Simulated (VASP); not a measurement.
Set up this calculation in VASP 6.6.1, as the native input.

* Task: relaxation of cell and atoms
* Functional: PBE
* Potentials or basis: VASP PAW PBE potentials, release 64 (Ta_sv_GW, Ru_sv)
* Cutoff: 560 eV
* k mesh: 6 × 6 × 4
* Occupations: gaussian, width 0.1 eV
* Spin: no spin polarisation
* Dipole correction: no
* Further INCAR settings: ALGO = Normal; EDIFF = 1e-07; IBRION = 2; EDIFFG = -0.04; NSW = 90; ISIF = 3

The structure of TaRu2 lies in POSCAR:

```
TaRu2
1.0
    3.0403415200      0.0000000000      0.0000000000
   -1.5201707600      2.6330129900      0.0000000000
    0.0000000000      0.0000000000      5.0746606300
Ta Ru
1 2
Direct
    0.0000000000      0.0000000000      0.0000000000
    0.3333333300      0.6666666700      0.2500000000
    0.6666666700      0.3333333300      0.7500000000
```

The cell was generated, and may not be a known phase.

The input as run:

INCAR

```
PREC = Accurate ; ENCUT = 560
EDIFF = 1E-7 ; ISMEAR = 0
SIGMA = 0.1 ; LREAL = F
LASPH = T ; NELM = 120
ALGO = Normal ; ISIF = 3
LWAVE = F ; LCHARG = F
GGA = PE ; IBRION = 2
NSW = 90 ; EDIFFG = -0.04
GGA_COMPAT = F ; NELMIN = 4
```

KPOINTS

```
Automatic mesh
0
Gamma
  6 6 4
```

Potentials or basis: VASP PAW PBE potentials, release 64 (Ta_sv_GW, Ru_sv).

Run with:

```bash
$ cat potpaw_PBE.64/Ta_sv_GW/POTCAR potpaw_PBE.64/Ru_sv/POTCAR > POTCAR
$ mpirun -np 1 vasp_std > vasp.out
```

It gave:

- Relaxed volume: 15.29 Å³/atom
- Relaxed cell: a = 2.785 Å, b = 2.785 Å, c = 6.830 Å, α = 90.00°, β = 90.00°, γ = 120.00°
- Space group after relaxing (to 0.1 Å): P-3m1 (No. 164)
- Pressure after relaxing: 0.1 GPa
- Largest force after relaxing: 0.011 eV/Å
- Band gap on the k mesh: zero (an odd number of electrons rules out a gap without spin polarisation)

Caveat: the k points lie up to 0.43 Å⁻¹ apart in the final cell, too coarse for converged energies and pressures of a metal; a cell axis changed by over 15 % at a fixed basis, so the end point is rough; spin-orbit coupling is left out, which moves the levels of the heavy elements.

It took 8.3 min on 1 thread of Intel(R) Xeon(R) Platinum 8488C (Sapphire Rapids) (shared host), peak memory 0.18 GiB.
